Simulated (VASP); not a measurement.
Write the native input for VASP 6.6.1 that does the following.

```yaml
Task: single point
Functional: r2SCAN
Potentials_or_basis: VASP PAW PBE potentials, release 64 (Cd, O)
Cutoff: 660 eV
k_mesh: 8 × 8 × 8
Occupations: gaussian, width 0.01 eV
Spin: no spin polarisation
Dipole_correction: no
Further_INCAR_settings: ALGO = Normal; EDIFF = 1e-06; NBANDS = 16
```

Crystal: CdO.

```
Cd O
1.0
     0.00000    2.35731    2.35731
     2.35731    0.00000    2.35731
     2.35731    2.35731    0.00000
Cd O
1 1
Direct
  0.00000 0.00000 0.00000
  0.50000 0.50000 0.50000
```

One way to write it, as run:

POSCAR

```
CdO
1.0
    0.0000000000      2.3573057052      2.3573057052
    2.3573057052      0.0000000000      2.3573057052
    2.3573057052      2.3573057052      0.0000000000
Cd O
1 1
Direct
    0.0000000000      0.0000000000      0.0000000000
    0.5000000000      0.5000000000      0.5000000000
```

INCAR.step1

```
  ALGO = Normal
  EDIFF = 1E-5
  ENCUT = 660
  GGA = PE
  GGA_COMPAT = F
  ISMEAR = 0
  LASPH = T
  LCHARG = F
  LREAL = F
  LWAVE = T
  NBANDS = 16
  NELM = 120
  PREC = Accurate
  SIGMA = 0.01
```

INCAR.step2

```
  ALGO = Normal
  EDIFF = 1E-6
  ENCUT = 660
  GGA_COMPAT = F
  ISIF = 2
  ISMEAR = 0
  ISTART = 1
  LASPH = T
  LCHARG = F
  LMIXTAU = T
  LREAL = F
  LWAVE = F
  METAGGA = R2SCAN
  NBANDS = 16
  NELM = 120
  PREC = Accurate
  SIGMA = 0.01
```

KPOINTS

```
k-points
0
Gamma
  8 8 8
```

Potentials or basis: VASP PAW PBE potentials, release 64 (Cd, O).

Command:

```console
$ cat potpaw_PBE.64/Cd/POTCAR potpaw_PBE.64/O/POTCAR > POTCAR
$ cp INCAR.step1 INCAR
$ mpirun -np 1 vasp_std > vasp.out
$ cp INCAR.step2 INCAR
$ mpirun -np 1 vasp_std > vasp.out
```

Results of the run:

The pressure is 0.7 GPa. The band gap on the k mesh is 0.05 eV (least direct gap 1.37 eV).

Caveat: the PAW data sets were made with another functional, which shifts forces and pressure a little.

Run time: 2.6 min on 1 thread of AMD EPYC 7R13 (shared host), peak memory 0.14 GiB.
